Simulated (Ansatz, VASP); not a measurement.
Two plane-wave programs on MoS2

```
Mo S
1.0
     1.61313    0.93134    6.12333
    -1.61313    0.93134    6.12333
     0.00000   -1.86268    6.12333
Mo S
1 2
Direct
  0.00000 0.00000 0.00000
  0.74840 0.74840 0.74840
  0.58490 0.58490 0.58490
```

Change from the starting cell: equal xx and yy strain of +2 %, PAW files.

Alike in both runs: task electric field gradients; functional LDA; k mesh 15 × 15 × 15; occupations fermi-dirac, width 0.05 eV; no spin polarisation.

|  | VASP | Ansatz |
| --- | --- | --- |
| version | VASP 6.6.1 | Ansatz 0.2.0 |
| potentials or method | VASP PAW LDA potentials, release 64 (Mo_sv, S) | PAW with Ansatz's default frozen-core files, scalar-relativistic |
| plane-wave cutoff (eV) | 520 | 420 |
| valence electrons in the cell | 26 | 26 |

```csv
,VASP,Ansatz,Ansatz less VASP
pressure (GPa),-4.3,-4.4,-0.11
"traceless stress, the component that is largest in VASP (GPa)",6.30,6.34,+0.034
rms of the force components (eV/Å),0.189,0.182,-0.0071
size of Vzz on the site where it differs most (V/Å²),97.1,93.8,-3.28
```

LDA's correlation is that of Perdew and Zunger in VASP and of Perdew and Wang (1992) in Ansatz. Atom by atom the forces differ by 0.007 eV/Å (rms over components).
